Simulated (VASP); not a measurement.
# SnSe (Fm-3m) in VASP: further runs

The runs below take SnSe through relaxation of cell and atoms, single point, with PBE+D3(BJ).

Everything below comes from runs of VASP 6.6.1. Logs are shortened: lines on timing, memory, paths and dates and some standing lists are left out, and cuts for length are marked.

## (1) The cell of the first run

It takes space group Fm-3m (No. 225, cubic). Conventional cell: a = 5.977 Å, b = 5.977 Å, c = 5.977 Å, α = 90.00°, β = 90.00°, γ = 90.00°. Sn (site symmetry m-3m) has 6 Se at 2.99 Å within 3.9 Å. Se (site symmetry m-3m) has 6 Sn at 2.99 Å within 3.9 Å.

## (2) Relaxation of cell and atoms, PBE+D3(BJ), target pressure 50 GPa, at which the enthalpy is minimised

The input, INCAR:

```
SYSTEM = SnSe
  PREC = Accurate
  ENCUT = 600
  EDIFF = 1E-6
  ISMEAR = -4
  SIGMA = 0.05
  LREAL = .False.
  LASPH = .True.
  NELM = 100
  ALGO = Normal
  ISIF = 3
  LWAVE = .False.
  LCHARG = .False.
  GGA = PE
  IVDW = 12
  IBRION = 2
  NSW = 80
  EDIFFG = -0.001
  PSTRESS = 500.0
```

The input, KPOINTS:

```
Automatic mesh
0
Gamma
  10 10 10
  0 0 0
```

The input, POSCAR:

```
SnSe
1.0
    0.0000000000      2.9882564654      2.9882564654
    2.9882564654      0.0000000000      2.9882564654
    2.9882564654      2.9882564654      0.0000000000
Sn Se
1 1
Direct
    0.0000000000      0.0000000000      0.0000000000
    0.5000000000      0.5000000000      0.5000000000
```

Potentials or basis: VASP PAW PBE potentials, release 64 (Sn_d, Se).

The run is started by

```
$ cat potpaw_PBE.64/Sn_d/POTCAR potpaw_PBE.64/Se/POTCAR > POTCAR
$ mpirun -np 1 vasp_std > vasp.out
```

OUTCAR:

```text
SYSTEM = SnSe
   PREC = Accurate
   ENCUT = 600
   EDIFF = 1E-6
   ISMEAR = -4
   LREAL = .False.
   LASPH = .True.
   NELM = 100
   ISIF = 3
   GGA = PE
   IVDW = 12
   IBRION = 2
   NSW = 80
   EDIFFG = -0.001
   PSTRESS = 500.0
 IVDW          = 12

 ion  position               nearest neighbor table
   1  0.000  0.000  0.000-   2 2.99   2 2.99   2 2.99   2 2.99   2 2.99   2 2.99
   2  0.500  0.500  0.500-   1 2.99   1 2.99   1 2.99   1 2.99   1 2.99   1 2.99

  LATTYP: Found a face centered cubic cell.
 ALAT       =     5.9765129308

  Lattice vectors:

 A1 = (   0.0000000000,   2.9882564654,   2.9882564654)
 A2 = (   2.9882564654,   0.0000000000,   2.9882564654)
 A3 = (   2.9882564654,   2.9882564654,   0.0000000000)

Analysis of symmetry for initial positions (statically):
=====================================================================
 Subroutine PRICEL returns:
 Original cell was already a primitive cell.

 Routine SETGRP: Setting up the symmetry group for a
 face centered cubic supercell.

 Subroutine GETGRP returns: Found 48 space group operations
 (whereof 48 operations were pure point group operations)
 out of a pool of 48 trial point group operations.

The static configuration has the point symmetry O_h .

Analysis of symmetry for dynamics (positions and initial velocities):
=====================================================================
 Subroutine PRICEL returns:
 Original cell was already a primitive cell.

 Routine SETGRP: Setting up the symmetry group for a
 face centered cubic supercell.

 Subroutine GETGRP returns: Found 48 space group operations
 (whereof 48 operations were pure point group operations)
 out of a pool of 48 trial point group operations.

The dynamic configuration has the point symmetry O_h .

 Subroutine INISYM returns: Found 48 space group operations
 (whereof 48 operations are pure point group operations),
 and found     1 'primitive' translations

----------------------------------------------------------------------------------------

                                     Primitive cell

  volume of cell :      53.3683

  direct lattice vectors                    reciprocal lattice vectors
     0.000000000  2.988256465  2.988256465    -0.167321649  0.167321649  0.167321649
     2.988256465  0.000000000  2.988256465     0.167321649 -0.167321649  0.167321649
     2.988256465  2.988256465  0.000000000     0.167321649  0.167321649 -0.167321649

  length of vectors
[... 71 lines left out ...]
   ions per type =               1   1
   NGX,Y,Z   is equivalent  to a cutoff of  14.16, 14.16, 14.16 a.u.
   NGXF,Y,Z  is equivalent  to a cutoff of  28.32, 28.32, 28.32 a.u.
 SYSTEM =  SnSe
   PREC   = accura    normal or accurate (medium, high low for compatibility)
   ISTART =      0    job   : 0-new  1-cont  2-samecut
   ICHARG =      2    charge: 1-file 2-atom 10-const
   ISPIN  =      1    spin polarized calculation?
   LNONCOLLINEAR =      F non collinear calculations
   LSORBIT =      F    spin-orbit coupling
   LASPH  =      T    aspherical Exc in radial PAW
   ENCUT  =  600.0 eV  44.10 Ry    6.64 a.u.   8.44  8.44  8.44*2*pi/ulx,y,z
   NELM   =    100;   NELMIN=  2; NELMDL= -5     # of ELM steps
   EDIFF  = 0.1E-05   stopping-criterion for ELM
   LREAL  =      F    real-space projection
   EDIFFG = -.1E-02   stopping-criterion for IOM
   NSW    =     80    number of steps for IOM
   IBRION =      2    ionic relax: 0-MD 1-quasi-New 2-CG
   NFREE  =      1    steps in history (QN), initial steepest desc. (CG)
   ISIF   =      3    stress and relaxation
   ISYM   =      2    0-nonsym 1-usesym 2-fastsym
   POTIM  = 0.5000    time-step for ionic-motion
   TEBEG  =    0.0;   TEEND  =   0.0 temperature during run
   PSTRESS=  500.0 pullay stress
   NELECT =      20.0000    total number of electrons
   NUPDOWN=      -1.0000    fix difference up-down
   EMIN   =  10.00;   EMAX   =-10.00  energy-range for DOS
   EFERMI =   0.00;   METHOD = LEGACY
   ISMEAR =    -4;   SIGMA  =   0.05  broadening in eV -4-tet -1-fermi 0-gaus
   EFERMI_NEDOS =   21; number of points for ismear=-14 and -15
   IALGO  =     38    algorithm
   IMIX   =      4    mixing-type and parameters
     AMIX     =   0.40;   BMIX     =  1.00
     AMIX_MAG =   1.60;   BMIX_MAG =  1.00
  volume/ion in A,a.u.               =      26.68       180.07
  Fermi-wavevector in a.u.,A,eV,Ry     =   1.180294  2.230433 18.954202  1.393095
  Thomas-Fermi vector in A             =   2.316589
   LORBIT       =      0    0 simple, 1 ext, 2 COOP (PROOUT), +10 PAW based schemes
   GGA     = PE    functional components
   LHFCALC =     F    Hartree Fock is set to
   AEXX    =    0.0000 exact exchange contribution
   IVDW    =    12    specifies the selected vdW correction
   LEPSILON=     F    determine dielectric tensor
   LRPA    =     F    only Hartree local field effects (RPA)
 conjugate gradient relaxation of ions
 non-spin polarized calculation
 Fermi weights with tetrahedron method witout Bloechl corrections
  energy-cutoff  :      600.00
  volume of cell :       53.37
 maximum number of plane-waves:      1807
 NGX is ok and might be reduce to    36
   NGX = 17   NGY = 17   NGZ = 17

--------------------------------------- Ionic step        1  -------------------------------------------

 number of electron      19.9999998 magnetization

 Free energy of the ion-electron system (eV)
  ---------------------------------------------------
  ext. energy  EPLUGINS =         0.00000000
  ---------------------------------------------------
  free energy    TOTEN  =        -8.20108726 eV

  energy without entropy =       -8.20108726  energy(sigma->0) =       -8.20108726

 E-fermi :   5.8833     XC(G=0):  -9.6968

 val. band max:        5.8148686670   @ k =   0.5000   0.0000   0.0000
 cond. band min:       6.3349151231   @ k =  -0.4000   0.1000   0.0000
 fundamental gap:      0.5200464561
 Fermi energy:         5.8833252020
[... 935 lines left out ...]
      3     -13.4393      2.00000
      4     -13.4084      2.00000
      5     -13.4066      2.00000
      6      -5.8312      2.00000
      7       0.7420      2.00000
      8       3.4275      2.00000
      9       3.8961      2.00000
     10       4.7306      2.00000
     11      11.0700      0.00000
     12      12.9455      0.00000
     13      13.5538      0.00000
     14      14.2308      0.00000

 [... further k-points ...]

[... ionic steps 4 to 12 ...]

--------------------------------------- Ionic step       13  -------------------------------------------

 number of electron      20.0000000 magnetization

------------------------ aborting loop because EDIFF is reached ----------------------------------------
[... 79 lines left out ...]
--------------------------------------- Ionic step       15  -------------------------------------------

 number of electron      20.0000000 magnetization

 Free energy of the ion-electron system (eV)
  ---------------------------------------------------
  ext. energy  EPLUGINS =         0.00000000
  ---------------------------------------------------
  free energy    TOTEN  =        -5.92950036 eV

  energy without entropy =       -5.92950036  energy(sigma->0) =       -5.92950036

 E-fermi :  11.8622     XC(G=0): -11.6446

 val. band max:       11.8433554574   @ k =  -0.2000   0.2000   0.0000
 cond. band min:      11.9080179700   @ k =  -0.4000   0.2000   0.1000
 fundamental gap:      0.0646625125
 Fermi energy:        11.8622197053
[... 445 lines left out ...]
  energy  without entropy=       -7.0114225717  energy(sigma->0) =       -7.01142257

  enthalpy is  TOTEN    =         4.1862106996 eV   P V=       11.1976332713

 reached required accuracy - stopping structural energy minimisation
```

OSZICAR:

```text
N       E                     dE             d eps       ncg     rms          rms(c)
DAV:   1     0.139062940897E+03    0.13906E+03   -0.10779E+04  1328   0.195E+03
DAV:   2     0.487053815854E+01   -0.13419E+03   -0.13175E+03  1382   0.419E+02
DAV:   3    -0.805478102651E+01   -0.12925E+02   -0.12819E+02  1718   0.109E+02
DAV:   4    -0.836543950769E+01   -0.31066E+00   -0.31055E+00  1420   0.190E+01
[... 111 lines left out ...]
DAV:   1    -0.592963061880E+01    0.29685E-03   -0.11626E-06   658   0.214E-02    0.178E-03
DAV:   2    -0.592963056051E+01    0.58291E-07   -0.16802E-07   658   0.936E-03
  14 F= 0.41862108E+01 E0= 0.41862108E+01  d E =-.580550E-05
       N       E                     dE             d eps       ncg     rms          rms(c)
DAV:   1    -0.592950036545E+01    0.13025E-03   -0.26173E-07   658   0.988E-03    0.825E-04
DAV:   2    -0.592950036156E+01    0.38940E-08   -0.51401E-08   658   0.492E-03
  15 F= 0.41862107E+01 E0= 0.41862107E+01  d E =-.588825E-05
```

Wall time 2.5 min (1 thread of Intel Xeon 6975P-C (Granite Rapids), shared host); peak memory 0.28 GiB.

Results:

- Free energy: -7.0114 eV
- Relaxed volume: 17.94 Å³/atom
- Relaxed cell: a = 3.702 Å, b = 3.702 Å, c = 3.702 Å, α = 60.00°, β = 60.00°, γ = 60.00°
- Space group after relaxing (to 0.05 Å): Fm-3m (No. 225)
- Energy change on relaxing (the enthalpy is what falls): +956.1 meV/atom
- Ionic steps: 15
- Pressure after relaxing: 50.0 GPa
- Band gap on the k mesh: 0.06 eV, indirect (least direct gap 0.64 eV)
- Dispersion energy per atom: -0.541 eV

The path:
```csv
step,energy change (eV),largest force (eV/Å),pressure (GPa),volume (Å³)
1,0.0000,0.0000,0.02,53.37
2,77.8240,0.0000,2393.32,11.44
3,0.1217,0.0000,7.64,47.76
4,0.3841,0.0000,15.55,44.05
5,2.3619,0.0000,59.67,34.56
6,1.8262,0.0000,48.18,36.16
7,1.9181,0.0000,50.12,35.86
8,1.8992,0.0000,49.72,35.92
9,1.9124,0.0000,50.06,35.88
10,1.9100,0.0000,49.95,35.89
11,1.9111,0.0000,49.99,35.88
12,1.9113,0.0000,49.97,35.88
13,1.9119,0.0000,49.97,35.88
14,1.9121,0.0000,49.99,35.88
15,1.9123,0.0000,50.00,35.88
```

Final structure:
```
CELL_PARAMETERS angstrom
0.00000 2.61786 2.61786
2.61786 0.00000 2.61786
2.61786 2.61786 0.00000
ATOMIC_POSITIONS crystal
Sn 0.00000 0.00000 0.00000
Se 0.50000 0.50000 0.50000
```

Levels at points of the mesh, in eV from the valence-band top:
| k point | band 7 | band 8 | band 9 | band 10 | band 11 | band 12 | band 13 | band 14 |
| --- | --- | --- | --- | --- | --- | --- | --- | --- |
| (0.00, 0.00, 0.00) | -4.11 | -4.11 | -4.11 | -3.59 | 4.68 | 4.68 | 4.68 | 5.46 |
| (0.50, 0.00, 0.00) | -11.53 | -3.65 | -3.65 | -0.98 | 0.17 | 0.17 | 2.15 | 9.11 |
| (0.50, 0.50, 0.00) | -9.53 | -6.79 | -6.55 | -6.55 | 0.76 | 7.55 | 7.55 | 8.46 |

Caveat: the cell is relaxed towards a set pressure, so the enthalpy falls and the energy may rise; the volume moved by over 15 % at a fixed basis, so the end points are rough; spin-orbit coupling is left out, which moves the levels of the heavy elements. A k mesh can miss the band edges.

## (3) Relaxation of cell and atoms, PBE+D3(BJ), target pressure 50 GPa, at which the enthalpy is minimised

This run uses another cell than the first one, of 17.92 Å³/atom, 0.672 times its volume.

Edit INCAR of step 2 so:

```diff
@@ -3,5 +3,5 @@
   ENCUT = 600
-  EDIFF = 1E-6
-  ISMEAR = -4
-  SIGMA = 0.05
+  EDIFF = 1E-7
+  ISMEAR = 0
+  SIGMA = 0.01
   LREAL = .False.
```

The input, KPOINTS:

```
Automatic mesh
0
Gamma
  12 12 12
  0 0 0
```

The input, POSCAR:

```
SnSe
1.0
    0.0000000000      2.6168768636      2.6168768636
    2.6168768636      0.0000000000      2.6168768636
    2.6168768636      2.6168768636      0.0000000000
Sn Se
1 1
Direct
    0.0000000000      0.0000000000      0.0000000000
    0.5000000000      0.5000000000      0.5000000000
```

Potentials or basis: VASP PAW PBE potentials, release 64 (Sn_d, Se).

The run is started by

```
$ cat potpaw_PBE.64/Sn_d/POTCAR potpaw_PBE.64/Se/POTCAR > POTCAR
$ mpirun -np 1 vasp_std > vasp.out
```

It took 53 s on 1 thread of Intel Xeon 6975P-C (Granite Rapids), shared host; peak memory 0.21 GiB.

It converged, with:

* Free energy: -7.0060 eV
* Relaxed volume: 17.94 Å³/atom
* Relaxed cell: a = 3.702 Å, b = 3.702 Å, c = 3.702 Å, α = 60.00°, β = 60.00°, γ = 60.00°
* Space group after relaxing (to 0.05 Å): Fm-3m (No. 225)
* Energy change on relaxing (the enthalpy is what falls): -5.2 meV/atom
* Ionic steps: 3
* Pressure after relaxing: 50.0 GPa
* Band gap on the k mesh: zero (band 10 reaches 12.24 eV, above the bottom of band 11 at 11.76 eV)
* Dispersion energy per atom: -0.541 eV

The path:
| step | energy change (eV) | largest force (eV/Å) | pressure (GPa) | volume (Å³) |
| --- | --- | --- | --- | --- |
| 1 | 0.0000 | 0.0000 | 50.24 | 35.84 |
| 2 | -0.0428 | 0.0000 | 49.32 | 35.98 |
| 3 | -0.0105 | 0.0000 | 50.01 | 35.87 |

Final structure:
```cif
data_structure
_symmetry_space_group_name_H-M 'P 1'
_symmetry_Int_Tables_number 1
_cell_length_a 3.7020
_cell_length_b 3.7020
_cell_length_c 3.7020
_cell_angle_alpha 60.000
_cell_angle_beta 60.000
_cell_angle_gamma 60.000
_cell_volume 35.87
loop_
_atom_site_label
_atom_site_type_symbol
_atom_site_fract_x
_atom_site_fract_y
_atom_site_fract_z
_atom_site_occupancy
Sn1 Sn 0.00000 0.00000 0.00000 1
Se1 Se 0.50000 0.50000 0.50000 1
```

Levels at points of the mesh, in eV from the Fermi level:
```
           k point  band 7  band 8  band 9  band 10  band 11  band 12  band 13  band 14
(0.00, 0.00, 0.00)   -4.03   -4.03   -4.03    -3.50     4.77     4.77     4.77     5.55
(0.50, 0.00, 0.00)  -11.44   -3.56   -3.56    -0.89     0.26     0.26     2.24     9.20
(0.50, 0.50, 0.00)   -9.45   -6.70   -6.47    -6.47     0.84     7.64     7.64     8.55
```

Caveat: the cell is relaxed towards a set pressure, so the enthalpy falls and the energy may rise; spin-orbit coupling is left out, which moves the levels of the heavy elements; pairwise dispersion overbinds metals, which lowers pressure and volume.

[end of part 1 of 2]
